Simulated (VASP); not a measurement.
Crystal: SiC.

```
CELL_PARAMETERS angstrom
3.07662 0.00000 0.00000
-1.53831 2.66443 0.00000
0.00000 0.00000 15.09808
ATOMIC_POSITIONS crystal
Si 0.33333 0.66667 0.83299
Si 0.66667 0.33333 0.33299
Si 0.66667 0.33333 0.66650
Si 0.33333 0.66667 0.16650
Si 0.00000 0.00000 0.49973
Si 0.00000 0.00000 0.99973
C 0.00000 0.00000 0.87437
C 0.00000 0.00000 0.37437
C 0.33333 0.66667 0.70800
C 0.66667 0.33333 0.20800
C 0.66667 0.33333 0.54152
C 0.33333 0.66667 0.04152
```

| Property | Result |
| --- | --- |
| Program | VASP 6.6.1 |
| Task | relaxation of cell and atoms |
| Functional | PBE |
| Potentials or basis | VASP PAW PBE potentials, release 64 (Si, C) |
| Cutoff | 600 eV |
| k mesh | 12 × 12 × 2 |
| Occupations | fermi-dirac, width 0.02 eV |
| Spin | no spin polarisation |

At the start: pressure 3.7 GPa; volume 10.31 Å³/atom.

Question: How do energy, volume and symmetry change on relaxing?

Answer: Over 5 steps the energy falls by 2.0 meV/atom and the volume is 10.49 Å³/atom (+1.7 %); space group P6_3mc (No. 186, to 0.05 Å).

Step by step:
| step | energy change (eV) | largest force (eV/Å) | pressure (GPa) | volume (Å³) |
| --- | --- | --- | --- | --- |
| 1 | 0.0000 | 0.0075 | 3.72 | 123.77 |
| 2 | 0.0013 | 0.0174 | -3.59 | 128.10 |
| 3 | -0.0241 | 0.0053 | 0.00 | 125.88 |
| 4 | -0.0241 | 0.0050 | 0.07 | 125.84 |
| 5 | -0.0241 | 0.0045 | 0.07 | 125.84 |

Final structure:
```
Si C
1.0
     3.09377    0.00000    0.00000
    -1.54689    2.67928    0.00000
     0.00000    0.00000   15.18131
Si C
6 6
Direct
  0.33333 0.66667 0.83299
  0.66667 0.33333 0.33299
  0.66667 0.33333 0.66650
  0.33333 0.66667 0.16650
  0.00000 0.00000 0.49973
  0.00000 0.00000 0.99973
  0.00000 0.00000 0.87437
  0.00000 0.00000 0.37437
  0.33333 0.66667 0.70800
  0.66667 0.33333 0.20800
  0.66667 0.33333 0.54151
  0.33333 0.66667 0.04151
```
